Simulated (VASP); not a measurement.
# Sr4HfO (P-6m2) in VASP: further runs

Sr4HfO is run at these levels: PBE; tasks: relaxation of cell and atoms, single point.

Everything below comes from runs of VASP 6.6.1. Logs are shortened: lines on timing, memory, paths and dates and some standing lists are left out, and cuts for length are marked.

### Step 1. The cell of the first run

It takes space group P-6m2 (No. 187, hexagonal). Conventional cell: a = 6.215 Å, b = 6.215 Å, c = 4.721 Å, α = 90.00°, β = 90.00°, γ = 120.00°. Within 3.9 Å of Sr (site symmetry -6m2) lie 6 Sr at 2.96 Å and 3 O at 3.59 Å and 3 Hf at 3.59 Å. Sr (site symmetry mm2) has 6 Sr at 2.96 to 3.13 Å and 2 O at 2.97 Å and 4 Hf at 3.90 Å within 4.0 Å. Hf (site symmetry -6m2) has 3 O at 3.59 Å and 15 Sr at 3.59 to 3.90 Å and 2 Hf at 4.72 Å within 4.8 Å. Within 3.9 Å of O (site symmetry -6m2) lie 9 Sr at 2.97 to 3.59 Å and 3 Hf at 3.59 Å.

The cell was generated, and may not be a known phase.

### Step 2. Relaxation of cell and atoms, PBE

INCAR reads:

```
ALGO = Normal
EDIFF = 1E-6
EDIFFG = -0.04
ENCUT = 600
GGA = PE
IBRION = 2
ISIF = 3
ISMEAR = 0
LASPH = True
LCHARG = False
LREAL = False
LWAVE = False
NELM = 80
NSW = 90
PREC = Accurate
SIGMA = 0.1
```

KPOINTS reads:

```
k-points
0
Gamma
  3 3 4
```

POSCAR reads:

```
Sr4HfO
1.0
    6.2152827700      0.0000000000      0.0000000000
   -3.1076413800      5.3825927700      0.0000000000
    0.0000000000      0.0000000000      4.7208895500
Sr Hf O
4 1 1
Direct
    0.3333333300      0.6666666700      0.0000000000
    0.1676396500      0.3352793100      0.5000000000
    0.6647206900      0.8323603500      0.5000000000
    0.1676396500      0.8323603500      0.5000000000
    0.6666666700      0.3333333300      0.0000000000
    0.0000000000      0.0000000000      0.0000000000
```

Potentials or basis: VASP PAW PBE potentials, release 64 (Sr_sv, Hf_pv, O).

The run is started by

```
cat potpaw_PBE.64/Sr_sv/POTCAR potpaw_PBE.64/Hf_pv/POTCAR potpaw_PBE.64/O/POTCAR > POTCAR
mpirun -np 1 vasp_std > vasp.out
```

OUTCAR:

```text
EDIFF = 1E-6
   EDIFFG = -0.04
   ENCUT = 600
   GGA = PE
   IBRION = 2
   ISIF = 3
   ISMEAR = 0
   LASPH = True
   LREAL = False
   NELM = 80
   NSW = 90
   PREC = Accurate

 ion  position               nearest neighbor table
   1  0.333  0.667  0.000-   4 2.96   4 2.96   2 2.96   2 2.96   3 2.96   3 2.96   5 3.59   5 3.59
                             5 3.59
   2  0.168  0.335  0.500-   1 2.96   1 2.96   6 2.97   6 2.97   4 3.09   3 3.09   4 3.13   3 3.13
                             5 3.90   5 3.90   5 3.90   5 3.90
   3  0.665  0.832  0.500-   1 2.96   1 2.96   6 2.97   6 2.97   4 3.09   2 3.09   4 3.13   2 3.13
                             5 3.90   5 3.90   5 3.90   5 3.90
   4  0.168  0.832  0.500-   1 2.96   1 2.96   6 2.97   6 2.97   2 3.09   3 3.09   2 3.13   3 3.13
                             5 3.90   5 3.90   5 3.90   5 3.90
   5  0.667  0.333  0.000-   1 3.59   1 3.59   1 3.59   3 3.90   3 3.90   2 3.90   2 3.90   4 3.90
                             4 3.90   4 3.90   4 3.90   3 3.90   3 3.90   2 3.90   2 3.90
   6  0.000  0.000  0.000-   4 2.97   4 2.97   2 2.97   2 2.97   3 2.97   3 2.97

  LATTYP: Found a hexagonal cell.
 ALAT       =     6.2152827700
 C/A-ratio  =     0.7595615074

  Lattice vectors:

 A1 = (   6.2152827700,   0.0000000000,   0.0000000000)
 A2 = (  -3.1076413800,   5.3825927700,   0.0000000000)
 A3 = (   0.0000000000,   0.0000000000,   4.7208895500)

Analysis of symmetry for initial positions (statically):
=====================================================================
 Subroutine PRICEL returns:
 Original cell was already a primitive cell.

 Routine SETGRP: Setting up the symmetry group for a
 hexagonal supercell.

 Subroutine GETGRP returns: Found 12 space group operations
 (whereof 12 operations were pure point group operations)
 out of a pool of 24 trial point group operations.

The static configuration has the point symmetry D_3h.

Analysis of symmetry for dynamics (positions and initial velocities):
=====================================================================
 Subroutine PRICEL returns:
 Original cell was already a primitive cell.

 Routine SETGRP: Setting up the symmetry group for a
 hexagonal supercell.

 Subroutine GETGRP returns: Found 12 space group operations
 (whereof 12 operations were pure point group operations)
 out of a pool of 24 trial point group operations.

The dynamic configuration has the point symmetry D_3h.

 Subroutine INISYM returns: Found 12 space group operations
 (whereof 12 operations are pure point group operations),
 and found     1 'primitive' translations

----------------------------------------------------------------------------------------

                                     Primitive cell

  volume of cell :     157.9342

  direct lattice vectors                    reciprocal lattice vectors
[... 84 lines left out ...]
   NFREE  =      1    steps in history (QN), initial steepest desc. (CG)
   ISIF   =      3    stress and relaxation
   ISYM   =      2    0-nonsym 1-usesym 2-fastsym
   POTIM  = 0.5000    time-step for ionic-motion
   TEBEG  =    0.0;   TEEND  =   0.0 temperature during run
   PSTRESS=    0.0 pullay stress
   NELECT =      56.0000    total number of electrons
   NUPDOWN=      -1.0000    fix difference up-down
   EMIN   =  10.00;   EMAX   =-10.00  energy-range for DOS
   EFERMI =   0.00;   METHOD = LEGACY
   ISMEAR =     0;   SIGMA  =   0.10  broadening in eV -4-tet -1-fermi 0-gaus
   EFERMI_NEDOS =   21; number of points for ismear=-14 and -15
   IALGO  =     38    algorithm
   IMIX   =      4    mixing-type and parameters
     AMIX     =   0.40;   BMIX     =  1.00
     AMIX_MAG =   1.60;   BMIX_MAG =  1.00
  volume/ion in A,a.u.               =      26.32       177.63
  Fermi-wavevector in a.u.,A,eV,Ry     =   1.158721  2.189665 18.267639  1.342634
  Thomas-Fermi vector in A             =   2.295320
   LORBIT       =      0    0 simple, 1 ext, 2 COOP (PROOUT), +10 PAW based schemes
   GGA     = PE    functional components
   LHFCALC =     F    Hartree Fock is set to
   AEXX    =    0.0000 exact exchange contribution
   IVDW    =     0    specifies the selected vdW correction
   LEPSILON=     F    determine dielectric tensor
   LRPA    =     F    only Hartree local field effects (RPA)
 conjugate gradient relaxation of ions
 non-spin polarized calculation
 Gauss-broadening in eV      SIGMA  =   0.10
  energy-cutoff  :      600.00
  volume of cell :      157.93
 maximum number of plane-waves:      5311
 NGX is ok and might be reduce to    50
   NGX = 25   NGY = 25   NGZ = 19

--------------------------------------- Ionic step        1  -------------------------------------------

 number of electron      56.0000005 magnetization

 Free energy of the ion-electron system (eV)
  ---------------------------------------------------
  ext. energy  EPLUGINS =         0.00000000
  ---------------------------------------------------
  free energy    TOTEN  =       -15.14674892 eV

  energy without entropy =      -15.09202068  energy(sigma->0) =      -15.11938480

 E-fermi :   3.5445     XC(G=0):  -9.5799

 val. band max:        3.5417964949   @ k =   0.3333   0.3333   0.0000
 cond. band min:       3.5489989887   @ k =   0.0000   0.0000   0.5000
 fundamental gap:      0.0072024938
 Fermi energy:         3.5445228142

 k-point     1 :       0.0000    0.0000    0.0000
  band No.  band energies     occupation
      1     -32.5597      2.00000
      2     -32.0156      2.00000
      3     -32.0156      2.00000
      4     -31.9597      2.00000
      5     -28.0425      2.00000
      6     -28.0425      2.00000
[... 426 lines left out ...]
  FREE ENERGIE OF THE ION-ELECTRON SYSTEM (eV)
  ---------------------------------------------------
  free  energy   TOTEN  =       -17.4822520355 eV

  energy  without entropy=      -17.4180849878  energy(sigma->0) =      -17.45016851

[... ionic steps 4 to 8 ...]

--------------------------------------- Ionic step        9  -------------------------------------------

 number of electron      56.0000005 magnetization

------------------------ aborting loop because EDIFF is reached ----------------------------------------
[... 75 lines left out ...]
--------------------------------------- Ionic step       11  -------------------------------------------

 number of electron      56.0000012 magnetization

 Free energy of the ion-electron system (eV)
  ---------------------------------------------------
  ext. energy  EPLUGINS =         0.00000000
  ---------------------------------------------------
  free energy    TOTEN  =       -20.31920891 eV

  energy without entropy =      -20.28652727  energy(sigma->0) =      -20.30286809

 E-fermi :   2.5298     XC(G=0):  -8.5053

 val. band max:        2.4952856194   @ k =   0.3333  -0.0000   0.0000
 cond. band min:       2.6025596598   @ k =   0.0000   0.0000   0.2500
 fundamental gap:      0.1072740404
 Fermi energy:         2.5298120706

 k-point     1 :       0.0000    0.0000    0.0000
  band No.  band energies     occupation
      1     -34.0199      2.00000
      2     -33.8772      2.00000
      3     -33.8772      2.00000
      4     -33.6783      2.00000
      5     -29.8250      2.00000
      6     -29.8250      2.00000
[... 346 lines left out ...]
  FREE ENERGIE OF THE ION-ELECTRON SYSTEM (eV)
  ---------------------------------------------------
  free  energy   TOTEN  =       -20.3192089102 eV

  energy  without entropy=      -20.2865272666  energy(sigma->0) =      -20.30286809

 reached required accuracy - stopping structural energy minimisation
```

OSZICAR:

```text
N       E                     dE             d eps       ncg     rms          rms(c)
DAV:   1     0.383703994466E+03    0.38370E+03   -0.31176E+04   594   0.175E+03
DAV:   2     0.143435897066E+02   -0.36936E+03   -0.36556E+03   675   0.389E+02
DAV:   3    -0.189940199797E+02   -0.33338E+02   -0.33075E+02   964   0.816E+01
[... 140 lines left out ...]
DAV:   6    -0.203192422507E+02    0.17681E-03   -0.33726E-03   794   0.253E-01    0.190E-01
DAV:   7    -0.203192093955E+02    0.32855E-04   -0.91398E-04   859   0.104E-01    0.710E-02
DAV:   8    -0.203192133867E+02   -0.39912E-05   -0.10461E-04   825   0.465E-02    0.257E-02
DAV:   9    -0.203192088962E+02    0.44905E-05   -0.16797E-05   775   0.198E-02    0.108E-02
DAV:  10    -0.203192089102E+02   -0.13970E-07   -0.48501E-06   644   0.841E-03
  11 F= -.20319209E+02 E0= -.20302868E+02  d E =-.487695E-01
```

Wall time 5.7 min (1 thread of AMD EPYC 9R45 (Zen 5), shared host); peak memory 0.32 GiB.

Results:

* Free energy: -20.3192 eV
* Relaxed volume: 34.55 Å³/atom
* Relaxed cell: a = 8.173 Å, b = 8.173 Å, c = 3.584 Å, α = 90.00°, β = 90.00°, γ = 120.00°
* Space group after relaxing (to 0.1 Å): P-6m2 (No. 187)
* Energy gained by relaxing: 862.1 meV/atom
* Ionic steps: 11
* Pressure after relaxing: 0.0 GPa
* Largest force after relaxing: 0.034 eV/Å
* Band gap on the k mesh: zero (bands 28 and 29 overlap by 0.48 eV)

Forces on the atoms (eV/Å):
```
Sr   0.000  0.000  0.000
Sr   0.000  0.034  0.000
Sr  -0.030 -0.017  0.000
Sr   0.030 -0.017  0.000
Hf   0.000  0.000  0.000
O    0.000  0.000  0.000
```

Stress tensor (GPa, compression positive):
```
 0.08  0.00  0.00
 0.00  0.08  0.00
 0.00  0.00 -0.08
```

Step by step:
| step | energy change (eV) | largest force (eV/Å) | pressure (GPa) | volume (Å³) |
| --- | --- | --- | --- | --- |
| 1 | 0.0000 | 3.4456 | 8.26 | 157.93 |
| 2 | -2.1736 | 0.6183 | 1.16 | 190.91 |
| 3 | -2.3355 | 0.1730 | -0.36 | 203.20 |
| 4 | -2.3395 | 0.3356 | -0.65 | 206.08 |
| 5 | -3.2877 | 0.0813 | -1.66 | 211.46 |
| 6 | -4.9267 | 1.2453 | -1.27 | 214.24 |
| 7 | -4.9029 | 1.1377 | -1.62 | 215.21 |
| 8 | -4.9278 | 1.1890 | -1.48 | 214.87 |
| 9 | -5.0853 | 0.0349 | 1.13 | 201.48 |
| 10 | -5.1237 | 0.4254 | 0.21 | 205.32 |
| 11 | -5.1725 | 0.0344 | 0.03 | 207.31 |

Final structure:
```
Sr Hf O
1.0
     8.17310    0.00000    0.00000
    -4.08655    7.07811    0.00000
     0.00000    0.00000    3.58353
Sr Hf O
4 1 1
Direct
  0.33333 0.66667 0.00000
  0.12989 0.25978 0.50000
  0.74022 0.87011 0.50000
  0.12989 0.87011 0.50000
  0.66667 0.33333 0.00000
  0.00000 0.00000 0.00000
```

Levels at points of the mesh, in eV from the Fermi level:
| k point | band 24 | band 25 | band 26 | band 27 | band 28 | band 29 | band 30 | band 31 | band 32 | band 33 |
| --- | --- | --- | --- | --- | --- | --- | --- | --- | --- | --- |
| (0.00, 0.00, 0.00) | -3.89 | -1.98 | -0.82 | -0.63 | -0.63 | -0.21 | -0.21 | 0.62 | 0.77 | 0.77 |
| (0.00, 0.00, 0.50) | -1.25 | -0.46 | -0.46 | -0.40 | 0.18 | 0.18 | 0.21 | 0.21 | 0.78 | 1.47 |

Caveat: the k points lie up to 0.44 Å⁻¹ apart in the final cell; the volume moved by over 15 % at a fixed basis, so the end points are rough; spin-orbit coupling is left out, which moves the levels of the heavy elements.

### Step 3. Relaxation of cell and atoms, PBE

This run uses another cell than the first one, of 35.53 Å³/atom.

INCAR reads:

```
SYSTEM = Sr4HfO
PREC = Accurate
ENCUT = 600
EDIFF = 1E-7
ISMEAR = 0
SIGMA = 0.1
LREAL = .FALSE.
LASPH = .TRUE.
NELM = 80
ALGO = Normal
ISIF = 3
LWAVE = .FALSE.
LCHARG = .FALSE.
GGA = PE
IBRION = 2
NSW = 90
EDIFFG = -0.04
```

KPOINTS reads:

```
Automatic mesh
0
G
  3 3 6
  0 0 0
```

POSCAR reads:

```
Sr4HfO
1.0
    8.3316327804      0.0000000000      0.0000000000
   -4.1658163902      7.2154056429      0.0000000000
    0.0000000000      0.0000000000      3.5456521516
Sr Hf O
4 1 1
Direct
    0.3333333333      0.6666666667      0.0000000000
    0.1287172933      0.2574345865      0.5000000000
    0.7425654135      0.8712827067      0.5000000000
    0.1287172933      0.8712827067      0.5000000000
    0.6666666667      0.3333333333      0.0000000000
    0.0000000000      0.0000000000      0.0000000000
```

Potentials or basis: VASP PAW PBE potentials, release 64 (Sr_sv, Hf_pv, O).

The run is started by

```
cat potpaw_PBE.64/Sr_sv/POTCAR potpaw_PBE.64/Hf_pv/POTCAR potpaw_PBE.64/O/POTCAR > POTCAR
mpirun -np 1 vasp_std > vasp.out
```

Run time: 5.3 min. Hardware: 1 thread of AMD EPYC 9R45 (Zen 5), shared host; peak memory 0.43 GiB.

It converged, with:

* Free energy: -20.4712 eV
* Relaxed volume: 36.53 Å³/atom
* Relaxed cell: a = 8.467 Å, b = 8.467 Å, c = 3.531 Å, α = 90.00°, β = 90.00°, γ = 120.00°
* Space group after relaxing (to 0.1 Å): P-6m2 (No. 187)
* Energy gained by relaxing: 1.4 meV/atom
* Ionic steps: 5
* Pressure after relaxing: 0.0 GPa
* Largest force after relaxing: 0.017 eV/Å
* Band gap on the k mesh: zero (bands 28 and 29 overlap by 0.51 eV)

Forces on the atoms (eV/Å):
```
Sr   0.000  0.000  0.000
Sr   0.000 -0.017  0.000
Sr   0.015  0.009  0.000
Sr  -0.015  0.009  0.000
Hf   0.000  0.000  0.000
O    0.000  0.000  0.000
```

Stress tensor (GPa, compression positive):
```
0.01 0.00 0.00
0.00 0.01 0.00
0.00 0.00 0.13
```

Step by step:
```
step  energy change (eV)  largest force (eV/Å)  pressure (GPa)  volume (Å³)
   1              0.0000                0.0323            0.30       213.15
   2             -0.0038                0.0358            0.13       215.23
   3             -0.0048                0.0925           -0.02       217.02
   4             -0.0065                0.0700            0.00       217.69
   5             -0.0081                0.0174            0.05       219.21
```

Final structure:
```
CELL_PARAMETERS angstrom
8.46715 0.00000 0.00000
-4.23357 7.33276 0.00000
0.00000 0.00000 3.53059
ATOMIC_POSITIONS crystal
Sr 0.33333 0.66667 0.00000
Sr 0.12787 0.25574 0.50000
Sr 0.74426 0.87213 0.50000
Sr 0.12787 0.87213 0.50000
Hf 0.66667 0.33333 0.00000
O 0.00000 0.00000 0.00000
```

Levels at points of the mesh, in eV from the Fermi level:
```
           k point  band 25  band 26  band 27  band 28  band 29  band 30  band 31  band 32
(0.00, 0.00, 0.00)    -2.02    -0.75    -0.58    -0.58    -0.28    -0.28     0.52     0.63
(0.00, 0.00, 0.50)    -0.37    -0.37    -0.19     0.17     0.17     0.26     0.26     0.68
```

Caveat: spin-orbit coupling is left out, which moves the levels of the heavy elements.

### Step 4. Single point, PBE

This run uses another cell than the first one, of 36.53 Å³/atom.

INCAR reads:

```
  PREC = Accurate
  ENCUT = 520
  EDIFF = 1E-6
  ISMEAR = 0
  SIGMA = 0.1
  LREAL = False
  LASPH = True
  NELM = 80
  ALGO = Normal
  ISIF = 2
  LWAVE = False
  LCHARG = False
  GGA = PE
  NBANDS = 37
```

KPOINTS reads:

```
Automatic mesh
0
Gamma
  6 6 10
```

POSCAR reads:

```
Sr4HfO
1.0
    8.4711872423      0.0000000000      0.0000000000
   -4.2355936211      7.3362633520      0.0000000000
    0.0000000000      0.0000000000      3.5269044851
Sr Hf O
4 1 1
Direct
    0.3333333333      0.6666666667      0.0000000000
    0.1275326049      0.2550652099      0.5000000000
    0.7449347901      0.8724673951      0.5000000000
    0.1275326049      0.8724673951      0.5000000000
    0.6666666667      0.3333333333      0.0000000000
    0.0000000000      0.0000000000      0.0000000000
```

The run is started by

```
cat potpaw_PBE.64/Sr_sv/POTCAR potpaw_PBE.64/Hf_pv/POTCAR potpaw_PBE.64/O/POTCAR > POTCAR
mpirun -np 1 vasp_std > vasp.out
```

Run time: 3.6 min. Hardware: 1 thread of AMD EPYC 9R45 (Zen 5), shared host; peak memory 0.5 GiB.

The run converged. Its results:

| Item | Value |
| --- | --- |
| Free energy | -20.4773 eV |
| Pressure | 0.1 GPa |
| Largest force | 0.040 eV/Å |
| Band gap on the k mesh | zero (bands 28 and 29 overlap by 0.58 eV) |

Forces on the atoms (eV/Å):
```
Sr   0.000  0.000  0.000
Sr   0.000  0.040  0.000
Sr  -0.035 -0.020  0.000
Sr   0.035 -0.020  0.000
Hf   0.000  0.000  0.000
O    0.000  0.000  0.000
```

Levels at points of the mesh, in eV from the Fermi level:
```
           k point  band 24  band 25  band 26  band 27  band 28  band 29  band 30  band 31  band 32  band 33
(0.00, 0.00, 0.00)    -3.78    -2.04    -0.78    -0.60    -0.60    -0.29    -0.29     0.51     0.62     0.62
(0.50, 0.00, 0.00)    -3.29    -2.42    -1.33    -0.67    -0.38    -0.11     0.00     0.52     0.57     0.74
(0.00, 0.00, 0.50)    -1.09    -0.39    -0.39    -0.21     0.15     0.15     0.25     0.25     0.67     0.84
(0.50, 0.00, 0.50)    -1.01    -0.56    -0.43    -0.20    -0.07     0.40     0.47     0.64     0.77     0.79
```

Caveat: spin-orbit coupling is left out, which moves the levels of the heavy elements.

### Step 5. The runs side by side

| task | cell | k mesh | cutoff (eV) | gap on the mesh (eV) | pressure (GPa) | relaxed volume (Å³/atom) | largest force (eV/Å) |
| --- | --- | --- | --- | --- | --- | --- | --- |
| relaxation of cell and atoms | relaxed from a = 6.215, b = 6.215, c = 4.721 Å, angles 90.0, 90.0, 120.0°, 6 atoms, atomic positions A | 3 × 3 × 4 | 600 | none | 0.0 | 34.55 | 0.03 |
| relaxation of cell and atoms | relaxed from a = 8.332, b = 8.332, c = 3.546 Å, angles 90.0, 90.0, 120.0°, 6 atoms, atomic positions B | 3 × 3 × 6 | 600 | none | 0.0 | 36.53 | 0.02 |
| single point | a = 8.471, b = 8.471, c = 3.527 Å, angles 90.0, 90.0, 120.0°, 6 atoms, atomic positions C | 6 × 6 × 10 | 520 | none | 0.1 | - | 0.04 |

Alike in all rows: level PBE; potentials or basis VASP PAW PBE potentials, release 64 (Sr_sv, Hf_pv, O); no spin polarisation; smearing gaussian 0.1 eV.

Caveats: some runs use coarse meshes; spin-orbit coupling is left out, which moves the levels of the heavy elements; the volume moved by over 15 % at a fixed basis, so the end points are rough (at least some runs).

Total energies depend on the potentials used, so only differences within one code and one set of settings carry meaning.

The gap in the log of VASP goes by the Fermi energy; the results here count the filled bands.